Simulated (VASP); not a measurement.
PtS2:

```
CELL_PARAMETERS angstrom
-1.79997 2.96713 -0.06711
0.03883 -2.07237 5.47522
5.38332 2.95755 -0.01922
ATOMIC_POSITIONS crystal
Pt 0.45958 0.98576 0.49614
Pt 0.02204 0.97898 0.00879
S 0.11858 0.23837 0.35862
S 0.57888 0.19019 0.87267
S 0.37856 0.78782 0.12173
S 0.94235 0.81887 0.64205
```

* Program: VASP 6.6.1
* Task: relaxation of cell and atoms
* Functional: PBE
* Dispersion: D3(BJ)
* Potentials or basis: VASP PAW PBE potentials, release 64 (Pt, S)
* Cutoff: 600 eV
* k mesh: 4 × 4 × 2
* Occupations: gaussian, width 0.1 eV
* Spin: no spin polarisation

At the start: pressure 17.9 GPa; volume 19.30 Å³/atom.

Question: How do energy, volume and symmetry change on relaxing?

Answer: Over 24 steps the energy falls by 404.9 meV/atom and the volume is 19.22 Å³/atom (-0.4 %); space group P1 (No. 1, to 0.1 Å) before, R-3m (No. 166, to 0.1 Å).

Step by step:
| step | energy change (eV) | largest force (eV/Å) | pressure (GPa) | volume (Å³) |
| --- | --- | --- | --- | --- |
| 1 | 0.0000 | 6.6808 | 17.95 | 115.78 |
| 2 | 1.1396 | 2.7273 | -17.28 | 155.70 |
| 3 | -1.8681 | 1.5478 | -6.56 | 129.63 |
| 4 | -1.8983 | 1.4925 | -5.21 | 128.27 |
| 5 | -1.9046 | 1.6158 | -4.09 | 127.24 |
| 6 | -2.2746 | 1.3001 | 1.37 | 120.90 |
| 7 | -2.2748 | 1.3221 | 1.51 | 120.77 |
| 8 | -2.3630 | 0.5730 | -1.43 | 121.92 |
| 9 | -2.3634 | 0.5857 | -1.61 | 122.00 |
| 10 | -2.3895 | 0.2928 | 0.59 | 119.29 |
| 11 | -2.3901 | 0.2443 | 0.30 | 119.62 |
| 12 | -2.4010 | 0.2102 | -0.36 | 119.47 |
| 13 | -2.4039 | 0.2523 | -0.94 | 119.33 |
| 14 | -2.4109 | 0.2587 | -0.66 | 118.62 |
| 15 | -2.4212 | 0.2804 | 0.28 | 116.50 |
| 16 | -2.4252 | 0.1155 | -0.11 | 116.48 |
| 17 | -2.4261 | 0.0990 | -0.40 | 116.47 |
| 18 | -2.4274 | 0.0883 | -0.04 | 115.99 |
| 19 | -2.4275 | 0.1048 | 0.11 | 115.80 |
| 20 | -2.4283 | 0.0680 | 0.01 | 115.72 |
| 21 | -2.4285 | 0.0626 | -0.10 | 115.64 |
| 22 | -2.4288 | 0.0452 | 0.00 | 115.45 |
| 23 | -2.4289 | 0.0530 | 0.05 | 115.35 |
| 24 | -2.4291 | 0.0201 | -0.03 | 115.31 |

Final structure:
```
Pt S
1.0
    -1.77101    3.06747   -0.00387
     0.00861   -2.04259    5.30957
     5.31137    3.06456    0.00680
Pt S
2 4
Direct
  0.49972 0.99960 0.49998
  0.00019 0.00038 0.00004
  0.11689 0.23259 0.37171
  0.61660 0.23261 0.87097
  0.38346 0.76751 0.12851
  0.88313 0.76730 0.62878
```

Caveat: the k points lie up to 0.52 Å⁻¹ apart in the final cell.
